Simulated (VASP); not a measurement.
The system is AlN.

```xyz
4
Lattice="3.1067 0.0000 0.0000 -1.5533 2.6905 0.0000 0.0000 0.0000 4.9786" Properties=species:S:1:pos:R:3 pbc="T T T"
Al    0.0000    1.7937   -0.0040
Al    1.5533    0.8968    2.4853
N     0.0000    1.7937    1.8958
N     1.5533    0.8968    4.3851
```

Base run:

- Program: VASP 6.6.1
- Functional: PBE
- Potentials or basis: VASP PAW PBE potentials, release 64 (Al, N)
- Cutoff: 520 eV
- k mesh: 12 × 12 × 6
- Occupations: fermi-dirac, width 0.02 eV
- Spin: no spin polarisation

Its results: band gap on the k mesh 4.24 eV; pressure 4.4 GPa; largest force 0.009 eV/Å.

The run is repeated on the same cell with these changes: functional from PBE to r2SCAN; occupations from fermi-dirac, width 0.02 eV to gaussian, width 0.01 eV. What comes out?

Band gap on the k mesh 4.92 eV; pressure -0.4 GPa; largest force 0.003 eV/Å.

Caveats: the cell stands under pressure (at least some runs); the PAW data sets were made with another functional, which shifts forces and pressure a little (at least some runs).

A k mesh can miss the band edges.
